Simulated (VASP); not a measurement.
The system is TaN.

```
CELL_PARAMETERS angstrom
4.36000 0.00000 0.00000
0.00000 4.36000 0.00000
0.00000 0.00000 4.36000
ATOMIC_POSITIONS crystal
Ta 0.00000 0.00000 0.00000
Ta 0.00000 0.50000 0.50000
Ta 0.50000 0.00000 0.50000
Ta 0.50000 0.50000 0.00000
N 0.50000 0.50000 0.50000
N 0.00000 0.00000 0.50000
N 0.00000 0.50000 0.00000
N 0.50000 0.00000 0.00000
```

- Program: VASP 6.6.1
- Task: relaxation of cell and atoms
- Functional: PBE
- Potentials or basis: VASP PAW PBE potentials, release 64 (Ta_pv, N)
- Cutoff: 600 eV
- k mesh: 6 × 6 × 6
- Occupations: methfessel-paxton, width 0.1 eV
- Spin: no spin polarisation

At the start: pressure 15.2 GPa; volume 10.36 Å³/atom.

Task: How do energy, volume and symmetry change on relaxing?

Result: Over 4 steps the energy falls by 20.3 meV/atom and the volume is 10.81 Å³/atom (+4.3 %); space group Fm-3m (No. 225, to 0.1 Å) before and after.

The path:
```csv
step,energy change (eV),largest force (eV/Å),pressure (GPa),volume (Å³)
1,0.0000,0.0000,15.21,82.88
2,0.6114,0.0000,-25.72,95.25
3,-0.1622,0.0000,-0.49,86.57
4,-0.1624,0.0000,-0.03,86.44
```

Final structure:
```
CELL_PARAMETERS angstrom
4.42160 0.00000 0.00000
0.00000 4.42160 0.00000
0.00000 0.00000 4.42160
ATOMIC_POSITIONS crystal
Ta 0.00000 0.00000 0.00000
Ta 0.00000 0.50000 0.50000
Ta 0.50000 0.00000 0.50000
Ta 0.50000 0.50000 0.00000
N 0.50000 0.50000 0.50000
N 0.00000 0.00000 0.50000
N 0.00000 0.50000 0.00000
N 0.50000 0.00000 0.00000
```
